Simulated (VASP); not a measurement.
**Mg: single point with PBEsol-based global hybrid with 25 % exact exchange**

Mg:

```xyz
4
Lattice="3.1768 0.0000 0.0000 -1.5884 2.7512 0.0000 0.0000 0.0000 10.3189" Properties=species:S:1:pos:R:3 pbc="T T T"
Mg    1.5884    0.9171    7.7391
Mg    0.0000    0.0000    5.1594
Mg    0.0000    1.8341    2.5797
Mg    0.0000    0.0000    0.0000
```

```json
{
  "Program": "VASP 6.6.1",
  "Task": "single point",
  "Functional": "PBEsol-based global hybrid with 25 % exact exchange",
  "Potentials or basis": "VASP PAW PBE potentials, release 64 (Mg)",
  "Cutoff": "520 eV",
  "k mesh": "5 × 5 × 2",
  "Occupations": "fermi-dirac, width 0.05 eV",
  "Spin": "no spin polarisation"
}
```

* Pressure: -0.3 GPa
* Band gap on the k mesh: zero (bands 4 and 5 overlap by 2.55 eV)

Stress tensor (GPa, compression positive):
```
-0.67  0.00  0.00
 0.00 -0.67  0.00
 0.00  0.00  0.52
```

Levels at points of the mesh, in eV from the Fermi level:
```csv
k point,band 1,band 2,band 3,band 4,band 5,band 6,band 7,band 8,band 9
"(0.00, 0.00, 0.00)",-8.28,-6.67,-6.66,-2.07,-1.46,6.26,6.27,12.54,12.54
"(0.00, 0.00, 0.50)",-7.88,-7.88,-4.65,-4.65,2.29,2.29,10.50,10.50,12.73
```

Run time: 5 min on 1 thread of Oxide Virtual Turin-like Processor, with other jobs on the host, peak memory 0.18 GiB.

Caveat: the k points lie up to 0.46 Å⁻¹ apart, too coarse for converged energies and pressures of a metal; the PAW data sets were made with another functional, which shifts forces and pressure a little.
